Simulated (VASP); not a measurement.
# BP (I-4m2) in VASP: notebook

The runs below take BP through single point, with r2SCAN.

Program: VASP 6.6.1. These are calculated values, not measurements. Logs are shortened: lines on timing, memory, paths and dates and some standing lists are left out, and cuts for length are marked.

**1. The cell of the first run**

The structure is tetragonal, space group I-4m2 (No. 119). Conventional cell: a = 3.109 Å, b = 3.109 Å, c = 4.836 Å, α = 90.00°, β = 90.00°, γ = 90.00°. B (site symmetry -4m2) has 4 P at 1.97 Å within 2.6 Å. Within 2.6 Å of P (site symmetry -4m2) lie 4 B at 1.97 Å.

**2. Single point, r2SCAN**

POSCAR reads:

```
BP
1.0
    0.0000000000      2.1980467957      2.4178514752
    2.1980467957      0.0000000000      2.4178514752
    2.1980467957      2.1980467957      0.0000000000
B P
1 1
Direct
    0.0000000000      0.0000000000      0.0000000000
    0.7500000000      0.7500000000      0.7500000000
```

INCAR.step1 reads:

```
PREC = Accurate
ENCUT = 520
ISMEAR = 0
SIGMA = 0.05
LREAL = False
LASPH = True
NELM = 60
NBANDS = 11
GGA = PE
ALGO = Normal
EDIFF = 1E-4
LWAVE = True
LCHARG = False
```

INCAR.step2 reads:

```
PREC = Accurate
ENCUT = 520
EDIFF = 1E-6
ISMEAR = 0
SIGMA = 0.05
LREAL = False
LASPH = True
NELM = 60
ALGO = Normal
ISIF = 2
LWAVE = False
LCHARG = False
METAGGA = R2SCAN
LMIXTAU = True
NBANDS = 11
ISTART = 1
```

KPOINTS reads:

```
regular mesh
0
Gamma
  12 12 12
```

Potentials or basis: VASP PAW PBE potentials, release 64 (B, P).

Run with:

```bash
$ cat potpaw_PBE.64/B/POTCAR potpaw_PBE.64/P/POTCAR > POTCAR
$ cp INCAR.step1 INCAR
$ mpirun -np 1 vasp_std > vasp.out
$ cp INCAR.step2 INCAR
$ mpirun -np 1 vasp_std > vasp.out
```

OUTCAR:

```text
PREC = Accurate
   ENCUT = 520
   EDIFF = 1E-6
   ISMEAR = 0
   LREAL = False
   LASPH = True
   NELM = 60
   ISIF = 2
   METAGGA = R2SCAN
   ISTART = 1

 ion  position               nearest neighbor table
   1  0.000  0.000  0.000-   2 1.97   2 1.97   2 1.97   2 1.97
   2  0.750  0.750  0.750-   1 1.97   1 1.97   1 1.97   1 1.97

  LATTYP: Found a body centered tetragonal cell.
 ALAT       =     3.1085075892
 C/A-ratio  =     1.5556349186

  Lattice vectors:

 A1 = (  -2.1980467957,   0.0000000000,   2.4178514752)
 A2 = (   2.1980467957,   0.0000000000,   2.4178514752)
 A3 = (   0.0000000000,   2.1980467957,  -2.4178514752)

Analysis of symmetry for initial positions (statically):
=====================================================================
 Subroutine PRICEL returns:
 Original cell was already a primitive cell.

 Routine SETGRP: Setting up the symmetry group for a
 body centered tetragonal supercell.

 Subroutine GETGRP returns: Found  8 space group operations
 (whereof  8 operations were pure point group operations)
 out of a pool of 16 trial point group operations.

The static configuration has the point symmetry D_2d.

Analysis of symmetry for dynamics (positions and initial velocities):
=====================================================================
 Subroutine PRICEL returns:
 Original cell was already a primitive cell.

 Routine SETGRP: Setting up the symmetry group for a
 body centered tetragonal supercell.

 Subroutine GETGRP returns: Found  8 space group operations
 (whereof  8 operations were pure point group operations)
 out of a pool of 16 trial point group operations.

The dynamic configuration has the point symmetry D_2d.

 Subroutine INISYM returns: Found  8 space group operations
 (whereof  8 operations are pure point group operations),
 and found     1 'primitive' translations

----------------------------------------------------------------------------------------

                                     Primitive cell

  volume of cell :      23.3633

  direct lattice vectors                    reciprocal lattice vectors
     0.000000000  2.198046796  2.417851475    -0.227474684  0.227474684  0.206795167
     2.198046796  0.000000000  2.417851475     0.227474684 -0.227474684  0.206795167
     2.198046796  2.198046796  0.000000000     0.227474684  0.227474684 -0.206795167

  length of vectors
     3.267631477  3.267631477  3.108507589     0.382431307  0.382431307  0.382431307

  position of ions in fractional coordinates (direct lattice)
     0.000000000  0.000000000  0.000000000
     0.750000000  0.750000000  0.750000000

  ion indices of the primitive-cell ions
[... 86 lines left out ...]
   NELECT =       8.0000    total number of electrons
   NUPDOWN=      -1.0000    fix difference up-down
   EMIN   =  10.00;   EMAX   =-10.00  energy-range for DOS
   EFERMI =   0.00;   METHOD = LEGACY
   ISMEAR =     0;   SIGMA  =   0.05  broadening in eV -4-tet -1-fermi 0-gaus
   EFERMI_NEDOS =   21; number of points for ismear=-14 and -15
   IALGO  =     38    algorithm
   IMIX   =      4    mixing-type and parameters
     AMIX     =   0.40;   BMIX     =  1.00
     AMIX_MAG =   1.60;   BMIX_MAG =  1.00
  volume/ion in A,a.u.               =      11.68        78.83
  Fermi-wavevector in a.u.,A,eV,Ry     =   1.145320  2.164342 17.847562  1.311759
  Thomas-Fermi vector in A             =   2.282009
   LORBIT       =      0    0 simple, 1 ext, 2 COOP (PROOUT), +10 PAW based schemes
   METAGGA = R2SCAN    functional components
   LHFCALC =     F    Hartree Fock is set to
   AEXX    =    0.0000 exact exchange contribution
   IVDW    =     0    specifies the selected vdW correction
   LEPSILON=     F    determine dielectric tensor
   LRPA    =     F    only Hartree local field effects (RPA)
 non-spin polarized calculation
 Gauss-broadening in eV      SIGMA  =   0.05
  energy-cutoff  :      520.00
  volume of cell :       23.36
 maximum number of plane-waves:       644
   NGX = 13   NGY = 13   NGZ = 11

 number of electron       8.0000000 magnetization

 Free energy of the ion-electron system (eV)
  ---------------------------------------------------
  ext. energy  EPLUGINS =         0.00000000
  ---------------------------------------------------
  free energy    TOTEN  =       -17.17324461 eV

  energy without entropy =      -17.17324461  energy(sigma->0) =      -17.17324461

 E-fermi :   7.9758     XC(G=0): -11.5088

 val. band max:        7.7811209215   @ k =   0.0000   0.0000   0.0000
 cond. band min:       8.4627056435   @ k =   0.4167   0.0000   0.4167
 fundamental gap:      0.6815847221
 Fermi energy:         7.9758492798

 k-point     1 :       0.0000    0.0000    0.0000
  band No.  band energies     occupation
      1      -8.8585      2.00000
      2       6.6696      2.00000
      3       7.7811      2.00000
      4       7.7811      2.00000
      5      10.9111      0.00000
      6      10.9111      0.00000
      7      11.4671      0.00000
      8      15.1648      0.00000
      9      18.6466      0.00000
     10      19.8682      0.00000
     11      21.4042      0.00000
[... 309 lines left out ...]
 k-point    24 :      -0.4167    0.1667    0.0000
  band No.  band energies     occupation
      1      -4.9896      2.00000
      2      -1.7174      2.00000
      3       2.6271      2.00000
      4       5.6980      2.00000
      5      11.9815      0.00000
      6      13.4709      0.00000
      7      14.2897      0.00000
      8      18.7497      0.00000
      9      20.7469      0.00000
     10      20.7777      0.00000
     11      24.0692      0.00000

 [... further k-points ...]

------------------------ aborting loop because EDIFF is reached ----------------------------------------

  FORCE on cell =-STRESS in cart. coord.  units (eV):
  Direction    XX          YY          ZZ          XY          YZ          ZX
  --------------------------------------------------------------------------------------
  -------------------------------------------------------------------------------------
  Total        1.4010319      1.4010319     -3.1149500      0.0000000      0.0000000      0.0000000
  in kB       96.0782594     96.0782594   -213.6132435      0.0000000      0.0000000      0.0000000
  external PRESSURE =      -7.1522416 kB  Pullay stress =       0.0000000 kB

 VOLUME and BASIS-vectors are now :
 -----------------------------------------------------------------------------
  energy-cutoff  :      520.00
  volume of cell :       23.36
      direct lattice vectors                 reciprocal lattice vectors
     0.000000000  2.198046796  2.417851475    -0.227474684  0.227474684  0.206795167
     2.198046796  0.000000000  2.417851475     0.227474684 -0.227474684  0.206795167
     2.198046796  2.198046796  0.000000000     0.227474684  0.227474684 -0.206795167

 POSITION                                       TOTAL-FORCE (eV/Angst)
 -----------------------------------------------------------------------------------
      0.00000      0.00000      0.00000        -0.000000     -0.000000     -0.000000
      3.29707      3.29707      3.62678         0.000000      0.000000      0.000000
 -----------------------------------------------------------------------------------
    total drift:                               -0.000000     -0.000000     -0.000000

  FREE ENERGIE OF THE ION-ELECTRON SYSTEM (eV)
  ---------------------------------------------------
  free  energy   TOTEN  =       -17.1732446134 eV

  energy  without entropy=      -17.1732446134  energy(sigma->0) =      -17.17324461
```

OSZICAR.step1:

```text
N       E                     dE             d eps       ncg     rms          rms(c)
DAV:   1     0.955058190532E+01    0.95506E+01   -0.39581E+03  3602   0.657E+02
DAV:   2    -0.128547434369E+02   -0.22405E+02   -0.21174E+02  4816   0.110E+02
DAV:   3    -0.134929249867E+02   -0.63818E+00   -0.63640E+00  4598   0.161E+01
DAV:   4    -0.134953651597E+02   -0.24402E-02   -0.24400E-02  4124   0.116E+00
DAV:   5    -0.134953780839E+02   -0.12924E-04   -0.12924E-04  4462   0.842E-02    0.716E+00
DAV:   6    -0.128977408757E+02    0.59764E+00   -0.13908E+00  4090   0.506E+00    0.386E+00
DAV:   7    -0.128098780881E+02    0.87863E-01   -0.22032E-01  4513   0.235E+00    0.134E+00
DAV:   8    -0.128018885070E+02    0.79896E-02   -0.26512E-02  4183   0.921E-01    0.198E-01
DAV:   9    -0.128021967071E+02   -0.30820E-03   -0.72210E-04  4244   0.180E-01    0.125E-01
DAV:  10    -0.128023818483E+02   -0.18514E-03   -0.24484E-04  4064   0.986E-02    0.292E-02
DAV:  11    -0.128023906003E+02   -0.87520E-05   -0.90094E-06  2036   0.204E-02
   1 F= -.12802391E+02 E0= -.12802391E+02  d E =-.359542E-12
```

It took 50 s on 1 thread of Intel Xeon 6975P-C (Granite Rapids), shared host; peak memory 0.16 GiB.

Results:

| Item | Value |
| --- | --- |
| Free energy | -17.1732 eV |
| Pressure | -0.7 GPa |
| Band gap on the k mesh | 0.68 eV (least direct gap 3.13 eV) |

Stress tensor (GPa, compression positive):
```
  9.61   0.00   0.00
  0.00   9.61   0.00
  0.00   0.00 -21.36
```

Levels at points of the mesh, in eV from the valence-band top:
```tsv
k point	band 2	band 3	band 4	band 5	band 6	band 7
(0.00, 0.00, 0.00)	-1.11	0.00	0.00	3.13	3.13	3.69
(0.50, 0.00, 0.00)	-9.87	-2.92	-1.54	2.80	5.15	5.18
(0.50, 0.50, 0.00)	-10.06	-3.99	-3.99	1.92	2.51	12.65
(0.50, 0.00, 0.50)	-9.20	-5.13	-4.92	0.84	1.09	11.30
```

Caveat: the stress differs along the axes, from -21 to 10 GPa; semilocal functionals underestimate gaps, and a narrow one can read as zero; the PAW data sets were made with another functional, which shifts forces and pressure a little. A k mesh can miss the band edges.

**3. Single point, r2SCAN**

This run uses another cell than the first one, of the same volume but with other edges.

POSCAR reads:

```
BP
1.0
    0.0000000000      2.6193691626      1.7025899557
    2.6193691626      0.0000000000      1.7025899557
    2.6193691626      2.6193691626      0.0000000000
B P
1 1
Direct
    0.0000000000      0.0000000000      0.0000000000
    0.7500000000      0.7500000000      0.7500000000
```

INCAR.step1 reads:

```
SYSTEM = BP
ALGO = Normal
EDIFF = 1E-4
ENCUT = 520
GGA = PE
ISMEAR = 0
LASPH = .True.
LCHARG = .False.
LREAL = .False.
LWAVE = .True.
NBANDS = 11
NELM = 100
PREC = Accurate
SIGMA = 0.05
```

INCAR.step2 reads:

```
SYSTEM = BP
ALGO = Normal
EDIFF = 1E-6
ENCUT = 520
ISIF = 2
ISMEAR = 0
ISTART = 1
LASPH = .True.
LCHARG = .False.
LMIXTAU = .True.
LREAL = .False.
LWAVE = .False.
METAGGA = R2SCAN
NBANDS = 11
NELM = 100
PREC = Accurate
SIGMA = 0.05
```

KPOINTS reads:

```
k-points
0
Gamma
  12 12 12
  0 0 0
```

Potentials or basis: VASP PAW PBE potentials, release 64 (B, P).

Run with:

```bash
$ cat potpaw_PBE.64/B/POTCAR potpaw_PBE.64/P/POTCAR > POTCAR
$ cp INCAR.step1 INCAR
$ mpirun -np 1 vasp_std > vasp.out
$ cp INCAR.step2 INCAR
$ mpirun -np 1 vasp_std > vasp.out
```

OUTCAR:

```text
SYSTEM = BP
   EDIFF = 1E-6
   ENCUT = 520
   ISIF = 2
   ISMEAR = 0
   ISTART = 1
   LASPH = .True.
   LREAL = .False.
   METAGGA = R2SCAN
   NELM = 100
   PREC = Accurate

 ion  position               nearest neighbor table
   1  0.000  0.000  0.000-   2 2.04   2 2.04   2 2.04   2 2.04
   2  0.750  0.750  0.750-   1 2.04   1 2.04   1 2.04   1 2.04

  LATTYP: Found a body centered tetragonal cell.
 ALAT       =     3.7043473946
 C/A-ratio  =     0.9192388155

  Lattice vectors:

 A1 = (   0.0000000000,  -2.6193691626,  -1.7025899557)
 A2 = (   0.0000000000,   2.6193691626,  -1.7025899557)
 A3 = (   2.6193691626,   0.0000000000,   1.7025899557)

Analysis of symmetry for initial positions (statically):
=====================================================================
 Subroutine PRICEL returns:
 Original cell was already a primitive cell.

 Routine SETGRP: Setting up the symmetry group for a
 body centered tetragonal supercell.

 Subroutine GETGRP returns: Found  8 space group operations
 (whereof  8 operations were pure point group operations)
 out of a pool of 16 trial point group operations.

The static configuration has the point symmetry D_2d.
[... 172 lines left out ...]
      3       6.5376      2.00000
      4       9.9632      0.00000
      5      10.7904      0.00000
      6      13.4611      0.00000
      7      13.4816      0.00000
      8      13.4816      0.00000
      9      15.2707      0.00000
     10      19.6016      0.00000
     11      21.1550      0.00000
[... 309 lines left out ...]
 k-point    24 :      -0.4167    0.1667    0.0000
  band No.  band energies     occupation
      1      -4.9181      2.00000
      2      -0.2079      2.00000
      3       2.9136      2.00000
      4       5.0991      2.00000
      5       9.3358      0.00000
      6      13.3368      0.00000
      7      13.9083      0.00000
      8      16.6389      0.00000
      9      22.0161      0.00000
     10      22.6012      0.00000
     11      23.3693      0.00000

 [... further k-points ...]

------------------------ aborting loop because EDIFF is reached ----------------------------------------

  FORCE on cell =-STRESS in cart. coord.  units (eV):
  Direction    XX          YY          ZZ          XY          YZ          ZX
  --------------------------------------------------------------------------------------
  -------------------------------------------------------------------------------------
  Total       -3.3007142     -3.3007142      3.5489161      0.0000000      0.0000000     -0.0000000
  in kB     -226.3523566   -226.3523566    243.3732468      0.0000000      0.0000000     -0.0000000
  external PRESSURE =     -69.7771555 kB  Pullay stress =       0.0000000 kB

 VOLUME and BASIS-vectors are now :
 -----------------------------------------------------------------------------
  energy-cutoff  :      520.00
  volume of cell :       23.36
      direct lattice vectors                 reciprocal lattice vectors
     0.000000000  2.619369163  1.702589956    -0.190885656  0.190885656  0.293670239
     2.619369163  0.000000000  1.702589956     0.190885656 -0.190885656  0.293670239
     2.619369163  2.619369163  0.000000000     0.190885656  0.190885656 -0.293670239

 POSITION                                       TOTAL-FORCE (eV/Angst)
 -----------------------------------------------------------------------------------
      0.00000      0.00000      0.00000        -0.000000     -0.000000     -0.000000
      3.92905      3.92905      2.55388         0.000000      0.000000      0.000000
 -----------------------------------------------------------------------------------
    total drift:                               -0.000000     -0.000000      0.000020

  FREE ENERGIE OF THE ION-ELECTRON SYSTEM (eV)
  ---------------------------------------------------
  free  energy   TOTEN  =       -15.8332434843 eV

  energy  without entropy=      -15.8328614080  energy(sigma->0) =      -15.83305245
```

It took 69 s on 1 thread of Intel Xeon 6975P-C (Granite Rapids), shared host; peak memory 0.17 GiB.

Results:

```yaml
Free_energy: -15.8332 eV
Pressure: -7.0 GPa
Band_gap_on_the_k_mesh: zero (bands 4 and 5 overlap by 4.43 eV)
```

Caveat: the stress differs along the axes, from -23 to 24 GPa; the PAW data sets were made with another functional, which shifts forces and pressure a little.

The gap in the log of VASP goes by the Fermi energy; the results here count the filled bands.